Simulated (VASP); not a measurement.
Set up this calculation in VASP 6.6.1, as the native input.

| Quantity | Value |
| --- | --- |
| Task | single point |
| Functional | LDA |
| Potentials or basis | VASP PAW LDA potentials, release 64 (Li_sv, Cl) |
| Cutoff | 520 eV |
| k mesh | 7 × 7 × 4 |
| Occupations | gaussian, width 0.01 eV |
| Spin | no spin polarisation |
| Dipole correction | no |
| Further INCAR settings | ALGO = Normal; EDIFF = 1e-06; NBANDS = 18 |

The structure of LiCl lies in POSCAR:

```
LiCl
1.0
    3.9248820000      0.0000000000      0.0000000000
   -1.9624410000      3.3990480000      0.0000000000
    0.0000000000      0.0000000000      6.3571610000
Li Cl
2 2
Direct
    0.6666666667      0.3333333333      0.8760170000
    0.3333333333      0.6666666667      0.3760170000
    0.6666666667      0.3333333333      0.4989840000
    0.3333333333      0.6666666667      0.9989840000
```

One way to write it, as run:

INCAR

```
SYSTEM = LiCl
  ALGO = Normal
  EDIFF = 1E-6
  ENCUT = 520
  ISIF = 2
  ISMEAR = 0
  LASPH = .True.
  LCHARG = .False.
  LREAL = .False.
  LWAVE = .False.
  NBANDS = 18
  NELM = 100
  PREC = Accurate
  SIGMA = 0.01
```

KPOINTS

```
k-points
0
Gamma
  7 7 4
  0 0 0
```

Potentials or basis: VASP PAW LDA potentials, release 64 (Li_sv, Cl).

Run with:

```sh
$ cat potpaw_LDA.64/Li_sv/POTCAR potpaw_LDA.64/Cl/POTCAR > POTCAR
$ mpirun -np 1 vasp_std > vasp.out
```

It gave:

```json
{
  "Largest force": "0.016 eV/Å",
  "Band gap on the k mesh": "5.53 eV, direct"
}
```

Wall time 23 s on 1 thread of AMD EPYC 7R13 Processor (Zen 3), on a shared host, peak memory 0.14 GiB.
